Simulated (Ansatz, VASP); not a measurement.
One calculation of SiC, two programs

Contents of INCAR:

```
SYSTEM = SiC
ALGO = Normal
EDIFF = 1E-6
EDIFFG = -0.04
ENCUT = 600
GGA = PE
IBRION = 2
ISIF = 3
ISMEAR = 0
LASPH = .TRUE.
LCHARG = .FALSE.
LREAL = .FALSE.
LWAVE = .FALSE.
NELM = 80
NSW = 90
PREC = Accurate
SIGMA = 0.1
```

File KPOINTS:

```
k-points
0
G
  4 4 6
  0 0 0
```

The input POSCAR:

```
SiC
1.0
    5.0618404500      0.0000000000      0.0000000000
    0.0000000000      5.0618404500      0.0000000000
    0.0000000000      0.0000000000      2.7633232900
Si C
4 4
Direct
    0.6692432600      0.6692432600      0.5000000000
    0.1692432600      0.8307567400      0.2500000000
    0.3307567400      0.3307567400      0.0000000000
    0.8307567400      0.1692432600      0.7500000000
    0.8307567400      0.8307567400      0.0000000000
    0.3307567400      0.6692432600      0.7500000000
    0.1692432600      0.1692432600      0.5000000000
    0.6692432600      0.3307567400      0.2500000000
```

Input for Ansatz:

```yaml
crystal:
  lattice:
    - [5.06184045, 0.0, 0.0]
    - [0.0, 5.06184045, 0.0]
    - [0.0, 0.0, 2.76332329]
  atoms:
    - { symbol: Si, position: [0.66924326, 0.66924326, 0.5] }
    - { symbol: Si, position: [0.16924326, 0.83075674, 0.25] }
    - { symbol: Si, position: [0.33075674, 0.33075674, 0.0] }
    - { symbol: Si, position: [0.83075674, 0.16924326, 0.75] }
    - { symbol: C, position: [0.83075674, 0.83075674, 0.0] }
    - { symbol: C, position: [0.33075674, 0.66924326, 0.75] }
    - { symbol: C, position: [0.16924326, 0.16924326, 0.5] }
    - { symbol: C, position: [0.66924326, 0.33075674, 0.25] }
basis:
  ecutwfc: 420
kpoints:
  mp_grid: { grid: [4, 4, 6] }
hamiltonian:
  xc: pbe
scf:
  occupations: { method: gaussian, width: 0.1 }
  lower_state_search: "off"
output:
  forces: true
  stress: true
  eigenvalues: true
relax:
  adjacent_minimum: "off"
  f_tol: 0.04
  max_steps: 70
  cell: { stress_tol: 0.4 }
```

Alike in both runs: task relaxation of cell and atoms; functional PBE; k mesh 4 × 4 × 6; occupations gaussian, width 0.1 eV; no spin polarisation.

|  | VASP | Ansatz |
| --- | --- | --- |
| version | VASP 6.6.1 | Ansatz 0.2.0 |
| potentials or method | VASP PAW PBE potentials, release 64 (Si, C), cutoff 600 eV | scalar-relativistic, plane waves, PAW |
| valence electrons in the cell | 32 | 32 |

|  | VASP | Ansatz | Ansatz less VASP |
| --- | --- | --- | --- |
| gap on the k mesh at the Fermi level, each at its own relaxed structure (eV) | 0.57 | 0.57 | 0.000 |
| relaxed volume (Å³/atom) | 10.46 | 10.44 | -0.018 |
| relaxed length of the cell vector where the two differ most in proportion (Å) | 2.937 | 2.934 | -0.0027 |

Noted on VASP's run: the volume moved by over 15 % at a fixed basis, so the end points are rough.
